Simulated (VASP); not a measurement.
# NaCl (Fm-3m) in VASP: single point with r2SCAN

Aim: the single point of NaCl with r2SCAN.

All numbers are computed with VASP 6.6.1; they aren't measurements. Logs are shortened: lines on timing, memory, paths and dates and some standing lists are left out, and cuts for length are marked.

## (1) The cell of the first run

The structure is cubic, space group Fm-3m (No. 225). The conventional cell has a = 5.620 Å, b = 5.620 Å, c = 5.620 Å, α = 90.00°, β = 90.00°, γ = 90.00°. Na (site symmetry m-3m) has 6 Cl at 2.81 Å within 3.7 Å. Within 3.7 Å of Cl (site symmetry m-3m) lie 6 Na at 2.81 Å.

## (2) Single point, r2SCAN

POSCAR reads:

```
NaCl
1.0
    0.0000000000      2.8100000000      2.8100000000
    2.8100000000      0.0000000000      2.8100000000
    2.8100000000      2.8100000000      0.0000000000
Na Cl
1 1
Direct
    0.0000000000      0.0000000000      0.0000000000
    0.5000000000      0.5000000000      0.5000000000
```

INCAR.step1 reads:

```
SYSTEM = NaCl
PREC = Accurate
ENCUT = 550
ISMEAR = 0
SIGMA = 0.01
LREAL = .False.
LASPH = .True.
NELM = 120
NBANDS = 14
GGA = PE
ALGO = Normal
EDIFF = 1E-5
LWAVE = .True.
LCHARG = .False.
GGA_COMPAT = .False.
```

INCAR.step2 reads:

```
SYSTEM = NaCl
PREC = Accurate
ENCUT = 550
EDIFF = 1E-6
ISMEAR = 0
SIGMA = 0.01
LREAL = .False.
LASPH = .True.
NELM = 120
ALGO = Normal
ISIF = 2
LWAVE = .False.
LCHARG = .False.
METAGGA = R2SCAN
LMIXTAU = .True.
NBANDS = 14
ISTART = 1
GGA_COMPAT = .False.
```

KPOINTS reads:

```
Automatic mesh
0
Gamma
  6 6 6
  0 0 0
```

Potentials or basis: VASP PAW PBE potentials, release 64 (Na_pv, Cl).

Command:

```sh
cat potpaw_PBE.64/Na_pv/POTCAR potpaw_PBE.64/Cl/POTCAR > POTCAR
cp INCAR.step1 INCAR
mpirun -np 1 vasp_std > vasp.out
cp INCAR.step2 INCAR
mpirun -np 1 vasp_std > vasp.out
```

OUTCAR:

```text
SYSTEM = NaCl
   PREC = Accurate
   ENCUT = 550
   EDIFF = 1E-6
   ISMEAR = 0
   LREAL = .False.
   LASPH = .True.
   NELM = 120
   ISIF = 2
   METAGGA = R2SCAN
   ISTART = 1

 ion  position               nearest neighbor table
   1  0.000  0.000  0.000-
   2  0.500  0.500  0.500-

  LATTYP: Found a face centered cubic cell.
 ALAT       =     5.6200000000

  Lattice vectors:

 A1 = (   0.0000000000,   2.8100000000,   2.8100000000)
 A2 = (   2.8100000000,   0.0000000000,   2.8100000000)
 A3 = (   2.8100000000,   2.8100000000,   0.0000000000)

Analysis of symmetry for initial positions (statically):
=====================================================================
 Subroutine PRICEL returns:
 Original cell was already a primitive cell.

 Routine SETGRP: Setting up the symmetry group for a
 face centered cubic supercell.

 Subroutine GETGRP returns: Found 48 space group operations
 (whereof 48 operations were pure point group operations)
 out of a pool of 48 trial point group operations.

The static configuration has the point symmetry O_h .

Analysis of symmetry for dynamics (positions and initial velocities):
=====================================================================
 Subroutine PRICEL returns:
 Original cell was already a primitive cell.

 Routine SETGRP: Setting up the symmetry group for a
 face centered cubic supercell.

 Subroutine GETGRP returns: Found 48 space group operations
 (whereof 48 operations were pure point group operations)
 out of a pool of 48 trial point group operations.

The dynamic configuration has the point symmetry O_h .

 Subroutine INISYM returns: Found 48 space group operations
 (whereof 48 operations are pure point group operations),
 and found     1 'primitive' translations

----------------------------------------------------------------------------------------

                                     Primitive cell

  volume of cell :      44.3761

  direct lattice vectors                    reciprocal lattice vectors
     0.000000000  2.810000000  2.810000000    -0.177935943  0.177935943  0.177935943
     2.810000000  0.000000000  2.810000000     0.177935943 -0.177935943  0.177935943
     2.810000000  2.810000000  0.000000000     0.177935943  0.177935943 -0.177935943

  length of vectors
     3.973940110  3.973940110  3.973940110     0.308194094  0.308194094  0.308194094

[... 78 lines left out ...]
   ISYM   =      2    0-nonsym 1-usesym 2-fastsym
   POTIM  = 0.5000    time-step for ionic-motion
   TEBEG  =    0.0;   TEEND  =   0.0 temperature during run
   PSTRESS=    0.0 pullay stress
   NELECT =      14.0000    total number of electrons
   NUPDOWN=      -1.0000    fix difference up-down
   EMIN   =  10.00;   EMAX   =-10.00  energy-range for DOS
   EFERMI =   0.00;   METHOD = LEGACY
   ISMEAR =     0;   SIGMA  =   0.01  broadening in eV -4-tet -1-fermi 0-gaus
   EFERMI_NEDOS =   21; number of points for ismear=-14 and -15
   IALGO  =     38    algorithm
   IMIX   =      4    mixing-type and parameters
     AMIX     =   0.40;   BMIX     =  1.00
     AMIX_MAG =   1.60;   BMIX_MAG =  1.00
  volume/ion in A,a.u.               =      22.19       149.73
  Fermi-wavevector in a.u.,A,eV,Ry     =   1.114469  2.106040 16.898985  1.242040
  Thomas-Fermi vector in A             =   2.251064
   LORBIT       =      0    0 simple, 1 ext, 2 COOP (PROOUT), +10 PAW based schemes
   METAGGA = R2SCAN    functional components
   LHFCALC =     F    Hartree Fock is set to
   AEXX    =    0.0000 exact exchange contribution
   IVDW    =     0    specifies the selected vdW correction
   LEPSILON=     F    determine dielectric tensor
   LRPA    =     F    only Hartree local field effects (RPA)
 non-spin polarized calculation
 Gauss-broadening in eV      SIGMA  =   0.01
  energy-cutoff  :      550.00
  volume of cell :       44.38
 maximum number of plane-waves:      1315
   NGX = 15   NGY = 15   NGZ = 15

 number of electron      14.0000000 magnetization

 Free energy of the ion-electron system (eV)
  ---------------------------------------------------
  ext. energy  EPLUGINS =         0.00000000
  ---------------------------------------------------
  free energy    TOTEN  =       -13.79060800 eV

  energy without entropy =      -13.79060800  energy(sigma->0) =      -13.79060800

 E-fermi :  -1.0413     XC(G=0):  -8.6939

 val. band max:       -1.1028331006   @ k =   0.0000   0.0000   0.0000
 cond. band min:       4.8630527108   @ k =   0.0000   0.0000   0.0000
 fundamental gap:      5.9658858114
 Fermi energy:        -1.0413141008

 k-point     1 :       0.0000    0.0000    0.0000
  band No.  band energies     occupation
      1     -22.6023      2.00000
      2     -22.6023      2.00000
      3     -22.6023      2.00000
      4     -14.3491      2.00000
      5      -1.1028      2.00000
      6      -1.1028      2.00000
      7      -1.1028      2.00000
      8       4.8631      0.00000
      9      10.6681      0.00000
     10      10.6681      0.00000
     11      10.6681      0.00000
     12      12.9308      0.00000
     13      12.9308      0.00000
     14      14.5461      0.00000
[... 241 lines left out ...]
      1     -22.6190      2.00000
      2     -22.6132      2.00000
      3     -22.6120      2.00000
      4     -13.9340      2.00000
      5      -2.5811      2.00000
      6      -2.0421      2.00000
      7      -1.8336      2.00000
      8       8.2478      0.00000
      9       8.3978      0.00000
     10      10.2221      0.00000
     11      11.9613      0.00000
     12      15.2818      0.00000
     13      16.0673      0.00000
     14      16.2672      0.00000

------------------------ aborting loop because EDIFF is reached ----------------------------------------

  FORCE on cell =-STRESS in cart. coord.  units (eV):
  Direction    XX          YY          ZZ          XY          YZ          ZX
  --------------------------------------------------------------------------------------
  -------------------------------------------------------------------------------------
  Total       -0.1026160     -0.1026160     -0.1026160      0.0000000      0.0000000     -0.0000000
  in kB       -3.7049024     -3.7049024     -3.7049024      0.0000000      0.0000000     -0.0000000
  external PRESSURE =      -3.7049024 kB  Pullay stress =       0.0000000 kB

 VOLUME and BASIS-vectors are now :
 -----------------------------------------------------------------------------
  energy-cutoff  :      550.00
  volume of cell :       44.38
      direct lattice vectors                 reciprocal lattice vectors
     0.000000000  2.810000000  2.810000000    -0.177935943  0.177935943  0.177935943
     2.810000000  0.000000000  2.810000000     0.177935943 -0.177935943  0.177935943
     2.810000000  2.810000000  0.000000000     0.177935943  0.177935943 -0.177935943

 POSITION                                       TOTAL-FORCE (eV/Angst)
 -----------------------------------------------------------------------------------
      0.00000      0.00000      0.00000         0.000000      0.000000      0.000000
      2.81000      2.81000      2.81000        -0.000000     -0.000000     -0.000000
 -----------------------------------------------------------------------------------
    total drift:                               -0.000000      0.000000      0.000000

  FREE ENERGIE OF THE ION-ELECTRON SYSTEM (eV)
  ---------------------------------------------------
  free  energy   TOTEN  =       -13.7906080015 eV

  energy  without entropy=      -13.7906080015  energy(sigma->0) =      -13.79060800
```

OUTCAR.step1:

```text
SYSTEM = NaCl
   PREC = Accurate
   ENCUT = 550
   ISMEAR = 0
   LREAL = .False.
   LASPH = .True.
[... 482 lines left out ...]
      0.00000      0.00000      0.00000         0.000000      0.000000      0.000000
      2.81000      2.81000      2.81000        -0.000000      0.000000     -0.000000
 -----------------------------------------------------------------------------------
    total drift:                               -0.000000      0.000000      0.000000

  FREE ENERGIE OF THE ION-ELECTRON SYSTEM (eV)
  ---------------------------------------------------
  free  energy   TOTEN  =        -6.7720739174 eV

  energy  without entropy=       -6.7720739174  energy(sigma->0) =       -6.77207392
```

OSZICAR.step1:

```text
N       E                     dE             d eps       ncg     rms          rms(c)
DAV:   1     0.100554798260E+03    0.10055E+03   -0.72032E+03   454   0.107E+03
DAV:   2     0.156154901990E+01   -0.98993E+02   -0.91417E+02   484   0.277E+02
DAV:   3    -0.683286978808E+01   -0.83944E+01   -0.83426E+01   580   0.735E+01
DAV:   4    -0.696513846305E+01   -0.13227E+00   -0.13222E+00   484   0.100E+01
DAV:   5    -0.696809702908E+01   -0.29586E-02   -0.29583E-02   610   0.149E+00    0.215E+00
DAV:   6    -0.677795784608E+01    0.19014E+00   -0.31740E-01   532   0.328E+00    0.161E+00
DAV:   7    -0.676648352623E+01    0.11474E-01   -0.81764E-02   624   0.165E+00    0.110E+00
DAV:   8    -0.677208841859E+01   -0.56049E-02   -0.99749E-03   490   0.859E-01    0.305E-01
DAV:   9    -0.677196956203E+01    0.11886E-03   -0.22339E-04   550   0.115E-01    0.166E-01
DAV:  10    -0.677208623198E+01   -0.11667E-03   -0.33305E-04   520   0.143E-01    0.725E-02
DAV:  11    -0.677207383318E+01    0.12399E-04   -0.22664E-05   574   0.435E-02    0.155E-02
DAV:  12    -0.677207391740E+01   -0.84218E-07   -0.22948E-06   358   0.145E-02
   1 F= -.67720739E+01 E0= -.67720739E+01  d E =-.100095E-38
```

Wall time 20 s (1 thread of Intel Xeon 6975P-C (Granite Rapids), shared host); peak memory 0.16 GiB.

What came out:

| Item | Value |
| --- | --- |
| Free energy | -13.7906 eV |
| Pressure | -0.4 GPa |
| Band gap on the k mesh | 5.97 eV |

Levels at points of the mesh, in eV from the valence-band top:
```
           k point  band 3  band 4  band 5  band 6  band 7  band 8  band 9  band 10  band 11  band 12
(0.00, 0.00, 0.00)  -21.50  -13.25    0.00    0.00    0.00    5.97   11.77    11.77    11.77    14.03
(0.50, 0.00, 0.00)  -21.50  -12.89   -1.95   -0.28   -0.28    7.97   11.70    11.80    11.80    16.06
(0.50, 0.50, 0.00)  -21.51  -12.84   -1.71   -0.62   -0.62    8.48    8.60    12.29    16.02    16.02
```

Caveat: the PAW data sets were made with another functional, which shifts forces and pressure a little. r2SCAN opens gaps a little over a GGA but as a rule still falls short of measured ones.
